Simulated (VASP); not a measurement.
Here is a VASP 6.6.1 calculation.

The input INCAR:

```
SYSTEM = HgTe
ALGO     = Normal         ! electronic algorithm
EDIFF    = 1E-6           ! SCF threshold, eV
EDIFFG   = -0.02          ! ionic threshold
ENCUT    = 520            ! plane-wave cutoff, eV
GGA      = PE             ! functional
IBRION   = 2              ! ionic algorithm
ISIF     = 2              ! what is computed and relaxed
ISMEAR   = -1             ! smearing method
LASPH    = .TRUE.         ! aspherical terms in the spheres
LCHARG   = .FALSE.        ! write CHGCAR
LREAL    = .FALSE.        ! projectors in reciprocal space
LWAVE    = .FALSE.        ! write WAVECAR
NELM     = 80             ! most SCF steps
NSW      = 80             ! ionic steps
PREC     = Accurate       ! precision mode
SIGMA    = 0.02           ! smearing width, eV
```

Contents of KPOINTS:

```
k-points
0
G
  8 8 8
  0 0 0
```

Contents of POSCAR:

```
HgTe
1.0
    0.0000000000      3.1800000000      3.1800000000
    3.1800000000      0.0000000000      3.1800000000
    3.1800000000      3.1800000000      0.0000000000
Hg Te
1 1
Direct
    0.0000000000      0.0000000000      0.0000000000
    0.5000000000      0.5000000000      0.5000000000
```

Potentials or basis: VASP PAW PBE potentials, release 64 (Hg, Te).

Command:

```console
$ cat potpaw_PBE.64/Hg/POTCAR potpaw_PBE.64/Te/POTCAR > POTCAR
$ mpirun -np 1 vasp_std > vasp.out
```

**Question.** Estimate the band gap on the k mesh.

**Answer.** Zero (band 9 reaches 3.26 eV, above the bottom of band 10 at 1.29 eV).

Final structure:
```xyz
2
Lattice="0.0000 3.1800 3.1800 3.1800 0.0000 3.1800 3.1800 3.1800 0.0000" Properties=species:S:1:pos:R:3 pbc="T T T"
Hg    0.0000    0.0000    0.0000
Te    3.1800    3.1800    3.1800
```

Caveat: the relaxation stopped at its first step, so nothing moved; spin-orbit coupling is left out, which moves the levels of the heavy elements.
